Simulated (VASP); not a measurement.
Runs of VASP 6.6.1 on Cs4Au. The structure is that of space group Im-3m (No. 229), or close to it. The cells are those of the table. 

```csv
cell,k mesh,gap on the mesh (eV),pressure (GPa)
"a = 7.728 Å, angles 109.5°, 5 atoms",6 × 6 × 6,none,(a)
"a = 7.812 Å, angles 109.5°, 5 atoms",6 × 6 × 6,none,0.3
"a = 7.875 Å, angles 109.5°, 5 atoms",4 × 4 × 4,none,0.2
"a = 6.696 Å, angles 109.5°, 5 atoms",4 × 4 × 4,none,4.7
"a = 8.132 Å, angles 109.5°, 5 atoms",6 × 6 × 6,none,-0.2
"a = 8.054 Å, angles 109.5°, 5 atoms",6 × 6 × 6,none,(b)
"a = 7.975 Å, angles 109.5°, 5 atoms",6 × 6 × 6,none,0.0
"a = 7.895 Å, angles 109.5°, 5 atoms",6 × 6 × 6,none,0.1
```

Alike in all rows: task single point; level PBE; potentials or basis VASP PAW PBE potentials, release 64 (Cs_sv, Au); no spin polarisation; cutoff (eV) 520; smearing gaussian 0.1 eV.

Fill in the values left out.

(a) 0.4; (b) -0.1.

Caveats: spin-orbit coupling is left out, which moves the levels of the heavy elements; the cell stands under pressure (at least some runs).

A k mesh can miss the band edges, and the runs leave out spin-orbit coupling on Au, Cs.

A gap of «none» marks levels without a gap at the run's occupations.
